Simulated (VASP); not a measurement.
A run of VASP 6.6.1 is set up as follows.

Contents of POSCAR:

```
Nb
1.0
   -1.6511317439      1.6511317439      1.6511317439
    1.6511317439     -1.6511317439      1.6511317439
    1.6511317439      1.6511317439     -1.6511317439
Nb
1
Direct
    0.0000000000      0.0000000000      0.0000000000
```

INCAR.step1

```
SYSTEM = Nb
ALGO = Normal
EDIFF = 1E-4
ENCUT = 520
GGA = PE
ISMEAR = -1
LASPH = .TRUE.
LCHARG = .FALSE.
LREAL = .FALSE.
LWAVE = .TRUE.
NBANDS = 12
NELM = 80
PREC = Accurate
SIGMA = 0.2
```

Contents of INCAR.step2:

```
SYSTEM = Nb
ALGO = Normal
EDIFF = 1E-6
ENCUT = 520
ISIF = 2
ISMEAR = -1
ISTART = 1
LASPH = .TRUE.
LCHARG = .FALSE.
LMIXTAU = .TRUE.
LREAL = .FALSE.
LWAVE = .FALSE.
METAGGA = R2SCAN
NBANDS = 12
NELM = 80
PREC = Accurate
SIGMA = 0.2
```

KPOINTS

```
k-points
0
G
  13 13 13
  0 0 0
```

Potentials or basis: VASP PAW PBE potentials, release 64 (Nb_sv).

The run is started by

```bash
$ cat potpaw_PBE.64/Nb_sv/POTCAR > POTCAR
$ cp INCAR.step1 INCAR
$ mpirun -np 1 vasp_std > vasp.out
$ cp INCAR.step2 INCAR
$ mpirun -np 1 vasp_std > vasp.out
```

Q: Predict the pressure.

A: 0.7 GPa.

Caveat: the PAW data sets were made with another functional, which shifts forces and pressure a little.
